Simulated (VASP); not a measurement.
# ZnS: relaxation of cell and atoms with LDA

The system is ZnS.

```xyz
4
Lattice="3.8458 0.0000 0.0000 -1.9229 3.3305 0.0000 0.0000 0.0000 6.3040" Properties=species:S:1:pos:R:3 pbc="T T T"
Zn    0.0000    2.2204    0.0328
Zn    1.9229    1.1102    3.1848
S     0.0000    2.2204    2.3943
S     1.9229    1.1102    5.5463
```

```yaml
Program: VASP 6.6.1
Task: relaxation of cell and atoms
Functional: LDA
Potentials_or_basis: VASP PAW LDA potentials, release 64 (Zn, S)
Cutoff: 600 eV
k_mesh: 12 × 12 × 4
Occupations: fermi-dirac, width 0.02 eV
Spin: no spin polarisation
Dipole_correction: no
Further_INCAR_settings: ALGO = Normal; EDIFF = 1e-07; IBRION = 2; EDIFFG = -0.005; NSW = 80; ISIF = 3
```

```yaml
Relaxed_volume: 18.64 Å³/atom
Relaxed_cell: a = 3.742 Å, b = 3.742 Å, c = 6.148 Å, α = 90.00°, β = 90.00°, γ = 120.00°
Space_group_after_relaxing_to_0.1_Å: P6_3mc (No. 186)
Energy_gained_by_relaxing: 29.8 meV/atom
Ionic_steps: 8
Pressure_after_relaxing: 0.0 GPa
Band_gap_on_the_k_mesh: 2.21 eV
```

The path:
| step | energy change (eV) | largest force (eV/Å) | pressure (GPa) | volume (Å³) |
| --- | --- | --- | --- | --- |
| 1 | 0.0000 | 0.0052 | -5.72 | 80.75 |
| 2 | -0.1045 | 0.0251 | 2.39 | 72.61 |
| 3 | -0.1189 | 0.0163 | 0.02 | 74.55 |
| 4 | -0.1189 | 0.0158 | -0.15 | 74.67 |
| 5 | -0.1189 | 0.0108 | -0.13 | 74.67 |
| 6 | -0.1190 | 0.0022 | -0.10 | 74.65 |
| 7 | -0.1190 | 0.0016 | 0.09 | 74.50 |
| 8 | -0.1190 | 0.0001 | 0.01 | 74.56 |

Final structure:
```
Zn S
1.0
     3.74200    0.00000    0.00000
    -1.87100    3.24067    0.00000
     0.00000    0.00000    6.14839
Zn S
2 2
Direct
  0.33333 0.66667 0.00558
  0.66667 0.33333 0.50558
  0.33333 0.66667 0.37942
  0.66667 0.33333 0.87942
```

Levels at points of the mesh, in eV from the valence-band top:
| k point | band 14 | band 15 | band 16 | band 17 | band 18 | band 19 | band 20 | band 21 | band 22 |
| --- | --- | --- | --- | --- | --- | --- | --- | --- | --- |
| (0.00, 0.00, 0.00) | -0.98 | -0.98 | -0.10 | 0.00 | 0.00 | 2.21 | 3.01 | 6.13 | 6.13 |
| (0.50, 0.00, 0.00) | -4.42 | -3.60 | -2.46 | -1.90 | -0.98 | 3.42 | 4.21 | 4.89 | 6.74 |
| (0.00, 0.00, 0.50) | -3.08 | -0.52 | -0.52 | -0.52 | -0.52 | 3.52 | 3.52 | 6.61 | 6.61 |
| (0.50, 0.00, 0.50) | -5.23 | -1.80 | -1.80 | -1.78 | -1.78 | 3.34 | 3.34 | 5.03 | 5.03 |

It took 8.3 min on 1 thread of Intel(R) Xeon(R) Platinum 8259CL CPU @ 2.50GHz (Skylake/Cascade Lake), with other jobs on the host, peak memory 0.26 GiB.

A k mesh can miss the band edges. LDA usually gives volumes a few per cent too small.
